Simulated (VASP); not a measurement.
# WC in VASP: notebook

The runs below take WC through single point, with PBEsol.

All numbers are computed with VASP 6.6.1; they aren't measurements. Logs are shortened: lines on timing, memory, paths and dates and some standing lists are left out, and cuts for length are marked.

## (1) The cell of the first run

Symmetry: Fm-3m, No. 225, cubic system. Conventional cell: a = 4.385 Å, b = 4.385 Å, c = 4.385 Å, α = 90.00°, β = 90.00°, γ = 90.00°. W (site symmetry m-3m) has 6 C at 2.19 Å within 2.9 Å. Within 2.9 Å of C (site symmetry m-3m) lie 6 W at 2.19 Å.

## (2) Single point, PBEsol

INCAR reads:

```
ALGO = Normal ; EDIFF = 1E-6
ENCUT = 520 ; GGA = PS
ISIF = 2 ; ISMEAR = -1
LASPH = T ; LCHARG = F
LREAL = F ; LWAVE = F
NBANDS = 16 ; NELM = 60
PREC = Accurate ; SIGMA = 0.1
```

KPOINTS reads:

```
k-points
0
Gamma
  13 13 13
```

POSCAR reads:

```
WC
1.0
    0.0000000000      2.1926840000      2.1926840000
    2.1926840000      0.0000000000      2.1926840000
    2.1926840000      2.1926840000      0.0000000000
W C
1 1
Direct
    0.0000000000      0.0000000000      0.0000000000
    0.5000000000      0.5000000000      0.5000000000
```

Potentials or basis: VASP PAW PBE potentials, release 64 (W_sv, C).

Run with:

```
> cat potpaw_PBE.64/W_sv/POTCAR potpaw_PBE.64/C/POTCAR > POTCAR
> mpirun -np 1 vasp_std > vasp.out
```

OUTCAR:

```text
EDIFF = 1E-6
   ENCUT = 520
   GGA = PS
   ISIF = 2
   ISMEAR = -1
   LASPH = T
   LREAL = F
   NELM = 60
   PREC = Accurate

 ion  position               nearest neighbor table
   1  0.000  0.000  0.000-   2 2.19   2 2.19   2 2.19   2 2.19   2 2.19   2 2.19
   2  0.500  0.500  0.500-   1 2.19   1 2.19   1 2.19   1 2.19   1 2.19   1 2.19

  LATTYP: Found a face centered cubic cell.
 ALAT       =     4.3853680000

  Lattice vectors:

 A1 = (   0.0000000000,   2.1926840000,   2.1926840000)
 A2 = (   2.1926840000,   0.0000000000,   2.1926840000)
 A3 = (   2.1926840000,   2.1926840000,   0.0000000000)

Analysis of symmetry for initial positions (statically):
=====================================================================
 Subroutine PRICEL returns:
 Original cell was already a primitive cell.

 Routine SETGRP: Setting up the symmetry group for a
 face centered cubic supercell.

 Subroutine GETGRP returns: Found 48 space group operations
 (whereof 48 operations were pure point group operations)
 out of a pool of 48 trial point group operations.

The static configuration has the point symmetry O_h .

Analysis of symmetry for dynamics (positions and initial velocities):
=====================================================================
 Subroutine PRICEL returns:
 Original cell was already a primitive cell.

 Routine SETGRP: Setting up the symmetry group for a
 face centered cubic supercell.

 Subroutine GETGRP returns: Found 48 space group operations
 (whereof 48 operations were pure point group operations)
 out of a pool of 48 trial point group operations.

The dynamic configuration has the point symmetry O_h .

 Subroutine INISYM returns: Found 48 space group operations
 (whereof 48 operations are pure point group operations),
 and found     1 'primitive' translations

----------------------------------------------------------------------------------------

                                     Primitive cell

  volume of cell :      21.0842

  direct lattice vectors                    reciprocal lattice vectors
     0.000000000  2.192684000  2.192684000    -0.228031034  0.228031034  0.228031034
     2.192684000  0.000000000  2.192684000     0.228031034 -0.228031034  0.228031034
     2.192684000  2.192684000  0.000000000     0.228031034  0.228031034 -0.228031034

  length of vectors
     3.100923451  3.100923451  3.100923451     0.394961337  0.394961337  0.394961337

  position of ions in fractional coordinates (direct lattice)
     0.000000000  0.000000000  0.000000000
     0.500000000  0.500000000  0.500000000

  ion indices of the primitive-cell ions
   primitive index   ion index
                 1           1
                 2           2

----------------------------------------------------------------------------------------

 KPOINTS: k-points

Automatic generation of k-mesh.
 Grid dimensions read from file:
 generate k-points for:   13   13   13

 Generating k-lattice:

  Cartesian coordinates                     Fractional coordinates (reciprocal lattice)
    -0.017540849  0.017540849  0.017540849     0.076923077  0.000000000  0.000000000
     0.017540849 -0.017540849  0.017540849     0.000000000  0.076923077  0.000000000
     0.017540849  0.017540849 -0.017540849     0.000000000  0.000000000  0.076923077

  Length of vectors
     0.030381641  0.030381641  0.030381641

  Shift w.r.t. Gamma in fractional coordinates (k-lattice)
     0.000000000  0.000000000  0.000000000

 Subroutine IBZKPT returns following result:
 ===========================================

 Found     84 irreducible k-points:

 Following reciprocal coordinates:
            Coordinates               Weight
  0.000000  0.000000  0.000000      1.000000
  0.076923  0.000000  0.000000      8.000000
  0.153846  0.000000  0.000000      8.000000
  0.230769  0.000000  0.000000      8.000000
  0.307692  0.000000  0.000000      8.000000
  0.384615  0.000000  0.000000      8.000000
[... 16 lines left out ...]
  0.384615  0.153846  0.000000     24.000000
  0.461538  0.153846  0.000000     24.000000
 [... further k-points ...]
   k-points           NKPTS =     84   k-points in BZ     NKDIM =     84   number of bands    NBANDS=     16
   number of dos      NEDOS =    301   number of ions     NIONS =      2
   total plane-waves  NPLWV =  13824
   dimension x,y,z NGX =    24 NGY =   24 NGZ =   24
   dimension x,y,z NGXF=    48 NGYF=   48 NGZF=   48
   ions per type =               1   1
   NGX,Y,Z   is equivalent  to a cutoff of  12.87, 12.87, 12.87 a.u.
   NGXF,Y,Z  is equivalent  to a cutoff of  25.73, 25.73, 25.73 a.u.
 SYSTEM =  unknown system
   PREC   = accura    normal or accurate (medium, high low for compatibility)
   ISTART =      0    job   : 0-new  1-cont  2-samecut
   ICHARG =      2    charge: 1-file 2-atom 10-const
   ISPIN  =      1    spin polarized calculation?
   LNONCOLLINEAR =      F non collinear calculations
   LSORBIT =      F    spin-orbit coupling
   LASPH  =      T    aspherical Exc in radial PAW
   ENCUT  =  520.0 eV  38.22 Ry    6.18 a.u.   5.77  5.77  5.77*2*pi/ulx,y,z
   NELM   =     60;   NELMIN=  2; NELMDL= -5     # of ELM steps
   EDIFF  = 0.1E-05   stopping-criterion for ELM
   LREAL  =      F    real-space projection
   EDIFFG = 0.1E-04   stopping-criterion for IOM
   NSW    =      0    number of steps for IOM
   IBRION =     -1    ionic relax: 0-MD 1-quasi-New 2-CG
   NFREE  =      0    steps in history (QN), initial steepest desc. (CG)
   ISIF   =      2    stress and relaxation
   ISYM   =      2    0-nonsym 1-usesym 2-fastsym
   POTIM  = 0.5000    time-step for ionic-motion
   TEBEG  =    0.0;   TEEND  =   0.0 temperature during run
   PSTRESS=    0.0 pullay stress
   NELECT =      18.0000    total number of electrons
   NUPDOWN=      -1.0000    fix difference up-down
   EMIN   =  10.00;   EMAX   =-10.00  energy-range for DOS
   EFERMI =   0.00;   METHOD = LEGACY
   ISMEAR =    -1;   SIGMA  =   0.10  broadening in eV -4-tet -1-fermi 0-gaus
   EFERMI_NEDOS =   21; number of points for ismear=-14 and -15
   IALGO  =     38    algorithm
   IMIX   =      4    mixing-type and parameters
     AMIX     =   0.40;   BMIX     =  1.00
     AMIX_MAG =   1.60;   BMIX_MAG =  1.00
  volume/ion in A,a.u.               =      10.54        71.14
  Fermi-wavevector in a.u.,A,eV,Ry     =   1.553029  2.934800 32.815887  2.411900
  Thomas-Fermi vector in A             =   2.657319
   LORBIT       =      0    0 simple, 1 ext, 2 COOP (PROOUT), +10 PAW based schemes
   GGA     = PS    functional components
   LHFCALC =     F    Hartree Fock is set to
   AEXX    =    0.0000 exact exchange contribution
   IVDW    =     0    specifies the selected vdW correction
   LEPSILON=     F    determine dielectric tensor
   LRPA    =     F    only Hartree local field effects (RPA)
 non-spin polarized calculation
  energy-cutoff  :      520.00
  volume of cell :       21.08
 maximum number of plane-waves:       578
   NGX = 11   NGY = 11   NGZ = 11

 number of electron      18.0000001 magnetization

 Free energy of the ion-electron system (eV)
  ---------------------------------------------------
  ext. energy  EPLUGINS =         0.00000000
  ---------------------------------------------------
  free energy    TOTEN  =       -23.00051945 eV

  energy without entropy =      -22.96786502  energy(sigma->0) =      -22.98419224

 E-fermi :  12.2491     XC(G=0): -13.8420

 val. band max:       12.1820953302   @ k =  -0.1538   0.1538   0.0000
 cond. band min:      12.3417029693   @ k =   0.3077   0.2308   0.0769
 fundamental gap:      0.1596076391
 Fermi energy:        12.2490748791

 k-point     1 :       0.0000    0.0000    0.0000
  band No.  band energies     occupation
      1     -63.1218      2.00000
      2     -27.1181      2.00000
      3     -27.1181      2.00000
      4     -27.1181      2.00000
      5      -3.5264      2.00000
      6       9.4903      2.00000
[... 8 lines left out ...]
     15      21.8792      0.00000
     16      35.4856      0.00000

 k-point     2 :       0.0769    0.0000    0.0000
  band No.  band energies     occupation
      1     -63.1197      2.00000
      2     -27.1535      2.00000
      3     -27.1219      2.00000
      4     -27.1219      2.00000
      5      -3.3595      2.00000
      6       8.9101      2.00000
[... 8 lines left out ...]
     15      22.2717      0.00000
     16      33.6521      0.00000

 k-point     3 :       0.1538    0.0000    0.0000
  band No.  band energies     occupation
      1     -63.1139      2.00000
      2     -27.2503      2.00000
      3     -27.1324      2.00000
      4     -27.1324      2.00000
      5      -2.8762      2.00000
      6       7.7268      2.00000
[... 8 lines left out ...]
     15      23.2835      0.00000
     16      31.0813      0.00000

 k-point     4 :       0.2308    0.0000    0.0000
  band No.  band energies     occupation
      1     -63.1056      2.00000
      2     -27.3842      2.00000
      3     -27.1471      2.00000
      4     -27.1471      2.00000
      5      -2.1249      2.00000
      6       6.3889      2.00000
[... 8 lines left out ...]
     15      24.2919      0.00000
     16      29.5622      0.00000
[... 324 lines left out ...]
 k-point    22 :       0.3077    0.1538    0.0000
  band No.  band energies     occupation
      1     -63.0971      2.00000
      2     -27.4419      2.00000
      3     -27.2038      2.00000
      4     -27.1970      2.00000
      5      -1.5231      2.00000
      6       5.2159      2.00000
[... 8 lines left out ...]
     15      25.0365      0.00000
     16      27.0482      0.00000

 k-point    23 :       0.3846    0.1538    0.0000
  band No.  band energies     occupation
      1     -63.0895      2.00000
      2     -27.5514      2.00000
      3     -27.2219      2.00000
      4     -27.2156      2.00000
      5      -0.7254      2.00000
      6       4.4455      2.00000
[... 8 lines left out ...]
     15      24.3315      0.00000
     16      26.5790      0.00000

 k-point    24 :       0.4615    0.1538    0.0000
  band No.  band energies     occupation
      1     -63.0838      2.00000
      2     -27.6301      2.00000
      3     -27.2486      2.00000
      4     -27.2179      2.00000
      5       0.0585      2.00000
      6       3.6943      2.00000
[... 8 lines left out ...]
     15      23.8911      0.00000
     16      25.7249      0.00000

 [... further k-points ...]

------------------------ aborting loop because EDIFF is reached ----------------------------------------

  FORCE on cell =-STRESS in cart. coord.  units (eV):
  Direction    XX          YY          ZZ          XY          YZ          ZX
  --------------------------------------------------------------------------------------
  -------------------------------------------------------------------------------------
  Total       -1.1878266     -1.1878266     -1.1878266      0.0000000     -0.0000000      0.0000000
  in kB      -90.2621108    -90.2621108    -90.2621108      0.0000000     -0.0000000      0.0000000
  external PRESSURE =     -90.2621108 kB  Pullay stress =       0.0000000 kB

 VOLUME and BASIS-vectors are now :
 -----------------------------------------------------------------------------
  energy-cutoff  :      520.00
  volume of cell :       21.08
      direct lattice vectors                 reciprocal lattice vectors
     0.000000000  2.192684000  2.192684000    -0.228031034  0.228031034  0.228031034
     2.192684000  0.000000000  2.192684000     0.228031034 -0.228031034  0.228031034
     2.192684000  2.192684000  0.000000000     0.228031034  0.228031034 -0.228031034

 POSITION                                       TOTAL-FORCE (eV/Angst)
 -----------------------------------------------------------------------------------
      0.00000      0.00000      0.00000        -0.000000      0.000000      0.000000
      2.19268      2.19268      2.19268         0.000000     -0.000000     -0.000000
 -----------------------------------------------------------------------------------
    total drift:                                0.000000     -0.000000     -0.000000

  FREE ENERGIE OF THE ION-ELECTRON SYSTEM (eV)
  ---------------------------------------------------
  free  energy   TOTEN  =       -23.0005194497 eV

  energy  without entropy=      -22.9678650234  energy(sigma->0) =      -22.98419224
```

It took 15 s on 1 thread of Intel Xeon Platinum 8488C (Sapphire Rapids), shared host; peak memory 0.16 GiB.

What came out:

```
Free energy            : -23.0005 eV
Pressure               : -9.0 GPa
Band gap on the k mesh : zero (band 9 reaches 13.22 eV, above the bottom of band 10 at 10.15 eV)
```

Levels at points of the mesh, in eV from the Fermi level:
```
           k point  band 5  band 6  band 7  band 8  band 9  band 10  band 11  band 12  band 13  band 14
(0.00, 0.00, 0.00)  -15.78   -2.76   -2.76   -2.76   -1.02    -1.02    -1.02    -0.97    -0.97     6.53
```

Caveat: the PAW data sets were made with another functional, which shifts forces and pressure a little; spin-orbit coupling is left out, which moves the levels of the heavy elements.

(Continued in part 2 of 2.)
